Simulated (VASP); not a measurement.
# WS2 (R3m) in VASP: a series of runs, part 2 of 2

VASP 6.6.1. The steps go on from the part before.

**3. Electric field gradients, PBE (equal xx and yy strain of +2 %)**

INCAR

```
PREC     = Accurate       # precision mode
ENCUT    = 520            # plane-wave cutoff, eV
EDIFF    = 1E-8           # SCF threshold, eV
ISMEAR   = -1             # smearing method
SIGMA    = 0.08           # smearing width, eV
LREAL    = F              # projectors in reciprocal space
LASPH    = T              # aspherical terms in the spheres
NELM     = 60             # most SCF steps
ALGO     = Normal         # electronic algorithm
ISIF     = 2              # what is computed and relaxed
LWAVE    = F              # write WAVECAR
LCHARG   = F              # write CHGCAR
GGA      = PE             # functional
LEFG     = T            
NBANDS   = 20             # bands
```

KPOINTS

```
regular mesh
0
Gamma
  13 13 13
```

POSCAR

```
WS2
1.0
    1.6105803920      0.9298690228      6.1633300000
   -1.6105803920      0.9298690228      6.1633300000
    0.0000000000     -1.8597380457      6.1633300000
W S
1 2
Direct
    0.0000000000      0.0000000000      0.0000000000
    0.7503000000      0.7503000000      0.7503000000
    0.5810000000      0.5810000000      0.5810000000
```

Potentials or basis: VASP PAW PBE potentials, release 64 (W_sv, S).

The run is started by

```sh
$ cat potpaw_PBE.64/W_sv/POTCAR potpaw_PBE.64/S/POTCAR > POTCAR
$ mpirun -np 1 vasp_std > vasp.out
```

OUTCAR:

```text
PREC = Accurate
   ENCUT = 520
   EDIFF = 1E-8
   ISMEAR = -1
   LREAL = F
   LASPH = T
   NELM = 60
   ISIF = 2
   GGA = PE

 ion  position               nearest neighbor table
   1  0.000  0.000  0.000-   2 2.42   2 2.42   2 2.42   3 2.44   3 2.44   3 2.44
   2  0.750  0.750  0.750-   1 2.42   1 2.42   1 2.42
   3  0.581  0.581  0.581-   1 2.44   1 2.44   1 2.44

  LATTYP: Found a trigonal (rhomboedric) cell.
 ALAT       =     6.4377994911
 COS(alpha) =     0.8748243319

  Lattice vectors:

 A1 = (   1.6105803920,   0.9298690228,   6.1633300000)
 A2 = (  -1.6105803920,   0.9298690228,   6.1633300000)
 A3 = (   0.0000000000,  -1.8597380457,   6.1633300000)

Analysis of symmetry for initial positions (statically):
=====================================================================
 Subroutine PRICEL returns:
 Original cell was already a primitive cell.

 Routine SETGRP: Setting up the symmetry group for a
 trigonal (rhombohedral) supercell.
[... 746 lines left out ...]
     0.000000000 -1.859738046  6.163330000     0.000000000 -0.358473425  0.054083318

 POSITION                                       TOTAL-FORCE (eV/Angst)
 -----------------------------------------------------------------------------------
      0.00000      0.00000      0.00000         0.000000      0.000000     -0.555792
      0.00000     -0.00000     13.87304         0.000000     -0.000000      0.054587
      0.00000     -0.00000     10.74268         0.000000     -0.000000      0.501205
 -----------------------------------------------------------------------------------
    total drift:                                0.000000      0.000000      0.000112

  FREE ENERGIE OF THE ION-ELECTRON SYSTEM (eV)
  ---------------------------------------------------
  free  energy   TOTEN  =       -23.6166561453 eV

  energy  without entropy=      -23.6166144998  energy(sigma->0) =      -23.61663532

 Electric field gradients (V/A^2)
---------------------------------------------------------------------
 ion       V_xx      V_yy      V_zz      V_xy      V_xz      V_yz
---------------------------------------------------------------------
   1      77.101    77.101  -154.201     0.000    -0.000     0.000
   2      24.952    24.952   -49.904    -0.000     0.000     0.000
   3      21.279    21.279   -42.558    -0.000     0.000     0.000
---------------------------------------------------------------------

 Electric field gradients after diagonalization (V/A^2)
 (convention: |V_zz| > |V_xx| > |V_yy|)
----------------------------------------------------------------------
 ion       V_xx      V_yy      V_zz     asymmetry (V_yy - V_xx)/ V_zz
----------------------------------------------------------------------
   1      77.101    77.101  -154.201       0.000
   2      24.952    24.952   -49.904       0.000
   3      21.279    21.279   -42.558       0.000
----------------------------------------------------------------------

           NMR quadrupolar parameters

 Cq : quadrupolar parameter    Cq=e*Q*V_zz/h
 eta: asymmetry parameters     (V_yy - V_xx)/ V_zz
 Q  : nuclear electric quadrupole moment in mb (millibarn)
----------------------------------------------------------------------
 ion       Cq(MHz)       eta       Q (mb)
----------------------------------------------------------------------
   1      -0.373       0.000       1.000
   2      -0.121       0.000       1.000
   3      -0.103       0.000       1.000
----------------------------------------------------------------------
```

OSZICAR:

```text
N       E                     dE             d eps       ncg     rms          rms(c)
DAV:   1     0.197538794777E+03    0.19754E+03   -0.12981E+04  9240   0.129E+03
DAV:   2    -0.144733806909E+02   -0.21201E+03   -0.20533E+03 10760   0.339E+02
DAV:   3    -0.249026040918E+02   -0.10429E+02   -0.10316E+02 11580   0.706E+01
DAV:   4    -0.250576601412E+02   -0.15506E+00   -0.15493E+00 11180   0.934E+00
DAV:   5    -0.250603784405E+02   -0.27183E-02   -0.27182E-02 11632   0.129E+00    0.251E+01
DAV:   6    -0.238108369641E+02    0.12495E+01   -0.72167E+00 10128   0.177E+01    0.103E+01
DAV:   7    -0.236654062030E+02    0.14543E+00   -0.15126E+00  9720   0.695E+00    0.556E+00
DAV:   8    -0.236173996768E+02    0.48007E-01   -0.25765E-01 10692   0.340E+00    0.118E+00
DAV:   9    -0.236168815278E+02    0.51815E-03   -0.10189E-02 11728   0.717E-01    0.517E-01
DAV:  10    -0.236166613217E+02    0.22021E-03   -0.36841E-03 10816   0.417E-01    0.934E-02
DAV:  11    -0.236166358250E+02    0.25497E-04   -0.56679E-04 10352   0.150E-01    0.545E-02
DAV:  12    -0.236166497483E+02   -0.13923E-04   -0.68229E-05 10620   0.615E-02    0.115E-02
DAV:  13    -0.236166559586E+02   -0.62103E-05   -0.12821E-05 10648   0.256E-02    0.744E-03
DAV:  14    -0.236166560276E+02   -0.69010E-07   -0.14304E-06 11224   0.695E-03    0.119E-03
DAV:  15    -0.236166561350E+02   -0.10738E-06   -0.23666E-07 11192   0.313E-03    0.168E-03
DAV:  16    -0.236166561471E+02   -0.12049E-07   -0.19250E-08 10724   0.882E-04    0.379E-04
DAV:  17    -0.236166561453E+02    0.17340E-08   -0.23321E-09  6648   0.342E-04
   1 F= -.23616656E+02 E0= -.23616635E+02  d E =-.416455E-04
```

stdout:

```text
POSCAR found type information on POSCAR W S
 POSCAR found :  2 types and       3 ions
 scaLAPACK will be used
 LDA part: xc-table for (Slater+PW92), standard interpolation
 POSCAR, INCAR and KPOINTS ok, starting setup
 FFT: planning ... GRIDC
 FFT: planning ... GRID_SOFT
 FFT: planning ... GRID
 WAVECAR not read
 entering main loop
ion   1

ion   2

ion   3
```

Run time: 16 min. Hardware: 1 thread of Intel Xeon 8259CL, shared host; peak memory 0.48 GiB.

What came out:

| Property | Result |
| --- | --- |
| Free energy | -23.6167 eV |
| Pressure | -1.7 GPa |
| Largest force | 0.556 eV/Å |
| Band gap on the k mesh | 1.05 eV (least direct gap 1.89 eV) |
| Largest electric field gradient by atom | W -154.2; S -49.9, -42.6 V/Å² |

Forces in eV/Å, atoms in the order of the input:
```
W    0.000  0.000 -0.556
S    0.000  0.000  0.055
S    0.000  0.000  0.501
```

Electric field gradients, principal values (V/Å²):
| atom | least | middle | greatest (by size) |
| --- | --- | --- | --- |
| 1 W | 77.101 | 77.101 | -154.201 |
| 2 S | 24.952 | 24.952 | -49.904 |
| 3 S | 21.279 | 21.279 | -42.558 |

Caveat: the cell differs from its parent crystal (equal xx and yy strain of +2 %); without QUAD_EFG the Cq values of the log hold for a quadrupole moment of 1 mb, not for the nuclei; spin-orbit coupling is left out, which moves the levels of the heavy elements; an odd mesh through Γ misses points on the zone boundary, where band edges can lie.

**4. Electric field gradients, PBE (equal xx and yy strain of +3 %)**

INCAR

```
ALGO = Normal
EDIFF = 1E-8
ENCUT = 520
GGA = PE
ISIF = 2
ISMEAR = -1
LASPH = T
LCHARG = F
LEFG = T
LREAL = F
LWAVE = F
NBANDS = 20
NELM = 60
PREC = Accurate
SIGMA = 0.08
```

KPOINTS

```
k-points
0
Gamma
  13 13 13
```

POSCAR

```
WS2
1.0
    1.6263703958      0.9389853858      6.1633300000
   -1.6263703958      0.9389853858      6.1633300000
    0.0000000000     -1.8779707716      6.1633300000
W S
1 2
Direct
    0.0000000000      0.0000000000      0.0000000000
    0.7503000000      0.7503000000      0.7503000000
    0.5810000000      0.5810000000      0.5810000000
```

Potentials or basis: VASP PAW PBE potentials, release 64 (W_sv, S).

The run is started by

```sh
$ cat potpaw_PBE.64/W_sv/POTCAR potpaw_PBE.64/S/POTCAR > POTCAR
$ mpirun -np 1 vasp_std > vasp.out
```

OUTCAR:

```text
EDIFF = 1E-8
   ENCUT = 520
   GGA = PE
   ISIF = 2
   ISMEAR = -1
   LASPH = T
   LREAL = F
   NELM = 60
   PREC = Accurate

 ion  position               nearest neighbor table
   1  0.000  0.000  0.000-   2 2.43   2 2.43   2 2.43   3 2.46   3 2.46   3 2.46
   2  0.750  0.750  0.750-   1 2.43   1 2.43   1 2.43
   3  0.581  0.581  0.581-   1 2.46   1 2.46   1 2.46

  LATTYP: Found a trigonal (rhomboedric) cell.
 ALAT       =     6.4430901676
 COS(alpha) =     0.8725674134

  Lattice vectors:

 A1 = (   1.6263703958,   0.9389853858,   6.1633300000)
 A2 = (  -1.6263703958,   0.9389853858,   6.1633300000)
 A3 = (   0.0000000000,  -1.8779707716,   6.1633300000)

Analysis of symmetry for initial positions (statically):
=====================================================================
 Subroutine PRICEL returns:
 Original cell was already a primitive cell.

 Routine SETGRP: Setting up the symmetry group for a
 trigonal (rhombohedral) supercell.

 Subroutine GETGRP returns: Found  6 space group operations
 (whereof  6 operations were pure point group operations)
 out of a pool of 12 trial point group operations.

The static configuration has the point symmetry C_3v.

Analysis of symmetry for dynamics (positions and initial velocities):
=====================================================================
 Subroutine PRICEL returns:
 Original cell was already a primitive cell.

 Routine SETGRP: Setting up the symmetry group for a
 trigonal (rhombohedral) supercell.

 Subroutine GETGRP returns: Found  6 space group operations
[... 165 lines left out ...]
      5      -8.4617      2.00000
      6      -6.5786      2.00000
[... 541 lines left out ...]
     19      14.4499      0.00000
     20      14.9273      0.00000

 [... further k-points ...]

------------------------ aborting loop because EDIFF is reached ----------------------------------------

  FORCE on cell =-STRESS in cart. coord.  units (eV):
  Direction    XX          YY          ZZ          XY          YZ          ZX
  --------------------------------------------------------------------------------------
  -------------------------------------------------------------------------------------
  Total       -2.0812265     -2.0812265     -0.4418294      0.0000000      0.0000000      0.0000000
  in kB      -59.0452506    -59.0452506    -12.5348806      0.0000000      0.0000000      0.0000000
  external PRESSURE =     -43.5417939 kB  Pullay stress =       0.0000000 kB

 VOLUME and BASIS-vectors are now :
 -----------------------------------------------------------------------------
  energy-cutoff  :      520.00
  volume of cell :       56.47
      direct lattice vectors                 reciprocal lattice vectors
     1.626370396  0.938985386  6.163330000     0.307433043  0.177496550  0.054083318
    -1.626370396  0.938985386  6.163330000    -0.307433043  0.177496550  0.054083318
     0.000000000 -1.877970772  6.163330000     0.000000000 -0.354993100  0.054083318

 POSITION                                       TOTAL-FORCE (eV/Angst)
 -----------------------------------------------------------------------------------
      0.00000      0.00000      0.00000         0.000000      0.000000     -0.530333
      0.00000      0.00000     13.87304         0.000000     -0.000000     -0.150288
      0.00000      0.00000     10.74268         0.000000     -0.000000      0.680621
 -----------------------------------------------------------------------------------
    total drift:                                0.000000      0.000000      0.000106

  FREE ENERGIE OF THE ION-ELECTRON SYSTEM (eV)
  ---------------------------------------------------
  free  energy   TOTEN  =       -23.5872941651 eV

  energy  without entropy=      -23.5872274004  energy(sigma->0) =      -23.58726078

 Electric field gradients (V/A^2)
---------------------------------------------------------------------
 ion       V_xx      V_yy      V_zz      V_xy      V_xz      V_yz
---------------------------------------------------------------------
   1      76.932    76.932  -153.864     0.000     0.000    -0.000
   2      25.280    25.280   -50.560    -0.000     0.000    -0.000
   3      21.691    21.691   -43.382    -0.000     0.000     0.000
---------------------------------------------------------------------

 Electric field gradients after diagonalization (V/A^2)
 (convention: |V_zz| > |V_xx| > |V_yy|)
----------------------------------------------------------------------
 ion       V_xx      V_yy      V_zz     asymmetry (V_yy - V_xx)/ V_zz
----------------------------------------------------------------------
   1      76.932    76.932  -153.864       0.000
   2      25.280    25.280   -50.560       0.000
   3      21.691    21.691   -43.382       0.000
----------------------------------------------------------------------

           NMR quadrupolar parameters

 Cq : quadrupolar parameter    Cq=e*Q*V_zz/h
 eta: asymmetry parameters     (V_yy - V_xx)/ V_zz
 Q  : nuclear electric quadrupole moment in mb (millibarn)
----------------------------------------------------------------------
 ion       Cq(MHz)       eta       Q (mb)
----------------------------------------------------------------------
   1      -0.372       0.000       1.000
   2      -0.122       0.000       1.000
   3      -0.105       0.000       1.000
----------------------------------------------------------------------
```

It took 12 min on 1 thread of Intel Xeon 8259CL, shared host; peak memory 0.48 GiB.

What came out:

```yaml
Free_energy: -23.5873 eV
Pressure: -4.4 GPa
Largest_force: 0.681 eV/Å
Band_gap_on_the_k_mesh: 0.96 eV (least direct gap 1.79 eV)
Largest_electric_field_gradient_by_atom: W -153.9; S -50.6, -43.4 V/Å²
```

Forces in eV/Å, atoms in the order of the input:
```
W    0.000  0.000 -0.530
S    0.000  0.000 -0.150
S    0.000  0.000  0.681
```

Stress tensor (GPa, compression positive):
```
-5.90  0.00  0.00
 0.00 -5.90  0.00
 0.00  0.00 -1.25
```

Levels at points of the mesh, in eV from the valence-band top:
```
           k point  band 9  band 10  band 11  band 12  band 13  band 14  band 15  band 16  band 17  band 18
(0.00, 0.00, 0.00)   -3.61    -2.46    -2.46    -1.44    -0.98     1.88     1.88     2.24     2.24     4.12
```

Electric field gradients, principal values (V/Å²):
| atom | least | middle | greatest (by size) |
| --- | --- | --- | --- |
| 1 W | 76.932 | 76.932 | -153.864 |
| 2 S | 25.280 | 25.280 | -50.560 |
| 3 S | 21.691 | 21.691 | -43.382 |

Caveat: the cell differs from its parent crystal (equal xx and yy strain of +3 %); the cell stands under tension; without QUAD_EFG the Cq values of the log hold for a quadrupole moment of 1 mb, not for the nuclei; spin-orbit coupling is left out, which moves the levels of the heavy elements; an odd mesh through Γ misses points on the zone boundary, where band edges can lie.

**5. Overview**

| cell | gap on the mesh (eV) | pressure (GPa) | largest force (eV/Å) |
| --- | --- | --- | --- |
| a = 6.412 Å, angles 27.6°, 3 atoms | 1.15 | 16.4 | 1.33 |
| a = 6.438 Å, angles 29.0°, 3 atoms | 1.05 | -1.7 | 0.56 |
| a = 6.443 Å, angles 29.2°, 3 atoms | 0.96 | -4.4 | 0.68 |

Alike in all rows: task electric field gradients; level PBE; potentials or basis VASP PAW PBE potentials, release 64 (W_sv, S); no spin polarisation; k mesh 13 × 13 × 13; cutoff (eV) 520; smearing fermi-dirac 0.08 eV.

Caveats: spin-orbit coupling is left out, which moves the levels of the heavy elements; an odd mesh through Γ misses points on the zone boundary, where band edges can lie; the cell stands under pressure (at least some runs); forces of over 1 eV/Å act on the atoms, so gaps and moduli don't describe the material at rest (at least some runs); the cell stands under tension (at least some runs).

Absolute energies hang on the potentials; compare differences alone.
